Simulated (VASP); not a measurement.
A run of VASP 6.6.1:

Contents of INCAR:

```
SYSTEM = PbS
  PREC = Accurate
  ENCUT = 500
  EDIFF = 1E-6
  ISMEAR = -1
  SIGMA = 0.02
  LREAL = .FALSE.
  LASPH = .TRUE.
  NELM = 120
  ALGO = Normal
  ISIF = 2
  LWAVE = .FALSE.
  LCHARG = .FALSE.
  NBANDS = 17
  GGA_COMPAT = .FALSE.
```

The input KPOINTS:

```
Automatic mesh
0
G
  6 6 6
  0 0 0
```

POSCAR

```
PbS
1.0
    2.0070289000      1.1587587000      3.4519160000
   -2.0070289000      1.1587587000      3.4519160000
    0.0000000000     -2.3175174000      3.4519160000
Pb S
1 1
Direct
    0.9805660000      0.9805660000      0.9805660000
    0.4750360000      0.4750360000      0.4750360000
```

Potentials or basis: VASP PAW LDA potentials, release 64 (Pb_d, S).

The run is started by

```bash
$ cat potpaw_LDA.64/Pb_d/POTCAR potpaw_LDA.64/S/POTCAR > POTCAR
$ mpirun -np 1 vasp_std > vasp.out
```

Hardware: 1 thread of Intel Xeon 6975P-C (shared host).

How long does it take, and how much memory?

Run time: 20 s on 1 thread of Intel Xeon 6975P-C, on a shared host, peak memory 0.16 GiB. Counts: scf iterations 12, k points 32.
